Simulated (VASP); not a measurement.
Wanted: the native input for a VASP 6.6.1 run.

* Task: single point
* Functional: PBE
* Potentials or basis: VASP PAW PBE potentials, release 64 (Ta_pv)
* Cutoff: 520 eV
* k mesh: 12 × 12 × 12
* Occupations: fermi-dirac, width 0.1 eV
* Spin: no spin polarisation
* Dipole correction: no
* Further INCAR settings: ALGO = Normal; EDIFF = 1e-06; NBANDS = 12

The structure of Ta lies in POSCAR:

```
Ta
1.0
   -1.5942933110      1.5942933110      1.5942933110
    1.5942933110     -1.5942933110      1.5942933110
    1.5942933110      1.5942933110     -1.5942933110
Ta
1
Direct
    0.0000000000      0.0000000000      0.0000000000
```

One way to write it, as run:

INCAR

```
ALGO = Normal
EDIFF = 1E-6
ENCUT = 520
GGA = PE
ISIF = 2
ISMEAR = -1
LASPH = True
LCHARG = True
LELF = True
LREAL = False
LVHAR = True
LWAVE = False
NBANDS = 12
NELM = 100
PREC = Accurate
SIGMA = 0.1
```

KPOINTS

```
k-points
0
Gamma
  12 12 12
```

Potentials or basis: VASP PAW PBE potentials, release 64 (Ta_pv).

Run with:

```sh
$ cat potpaw_PBE.64/Ta_pv/POTCAR > POTCAR
$ mpirun -np 1 vasp_std > vasp.out
```

Results of the run:

```yaml
Pressure: 28.9 GPa
```

Wall time 5.7 s on 1 thread of Intel(R) Xeon(R) 6975P-C (Granite Rapids) (shared host), peak memory 0.15 GiB.
